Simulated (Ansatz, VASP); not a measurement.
# Two plane-wave programs on CsPbCl3

The input INCAR:

```
PREC = Accurate
ENCUT = 520
EDIFF = 1E-7
ISMEAR = 0
SIGMA = 0.05
LREAL = F
LASPH = T
NELM = 80
ALGO = Normal
ISIF = 2
LWAVE = F
LCHARG = F
NBANDS = 30
```

The input KPOINTS:

```
regular mesh
0
Gamma
  6 6 6
```

The input POSCAR:

```
CsPbCl3
1.0
    5.6755009867     -0.6073414340     -0.6073414340
   -0.6073414340      5.6755009867     -0.6073414340
   -0.6073414340     -0.6073414340      5.6755009867
Cs Pb Cl
1 1 3
Direct
    0.0000000000      0.0000000000      0.0000000000
    0.5000000000      0.5000000000      0.5000000000
    0.0000000000      0.5000000000      0.5000000000
    0.5000000000      0.0000000000      0.5000000000
    0.5000000000      0.5000000000      0.0000000000
```

Input for Ansatz:

```yaml
crystal:
  lattice:
    - [5.6755009867, -0.607341434, -0.607341434]
    - [-0.607341434, 5.6755009867, -0.607341434]
    - [-0.607341434, -0.607341434, 5.6755009867]
  atoms:
    - { symbol: Cs, position: [0.0, 0.0, 0.0] }
    - { symbol: Pb, position: [0.5, 0.5, 0.5] }
    - { symbol: Cl, position: [0.0, 0.5, 0.5] }
    - { symbol: Cl, position: [0.5, 0.0, 0.5] }
    - { symbol: Cl, position: [0.5, 0.5, 0.0] }
basis:
  ecutwfc: 420
kpoints:
  mp_grid: { grid: [6, 6, 6] }
hamiltonian:
  xc: lda
scf:
  occupations: { method: gaussian, width: 0.05 }
output:
  forces: true
  stress: true
  eigenvalues: true
```

Alike in both runs: task single point; functional LDA; k mesh 6 × 6 × 6; occupations gaussian, width 0.05 eV; no spin polarisation.

```csv
,VASP,Ansatz
version,VASP 6.6.1,Ansatz 0.2.0
potentials or method,"VASP PAW LDA potentials, release 64 (Cs_sv, Pb_d, Cl), cutoff 520 eV","scalar-relativistic, plane waves, PAW"
valence electrons in the cell,44,44
```

```csv
,VASP,Ansatz,Ansatz less VASP
gap on the k mesh at the Fermi level (eV),1.03,1.06,+0.030
least direct gap on the mesh (eV),1.03,1.06,+0.030
pressure (GPa),-1.9,-1.9,-0.01
"traceless stress, the component that is largest in VASP (GPa)",1.47,1.48,+0.002
```

LDA's correlation is that of Perdew and Zunger in VASP and of Perdew and Wang (1992) in Ansatz.

Neither program's run includes spin-orbit coupling.
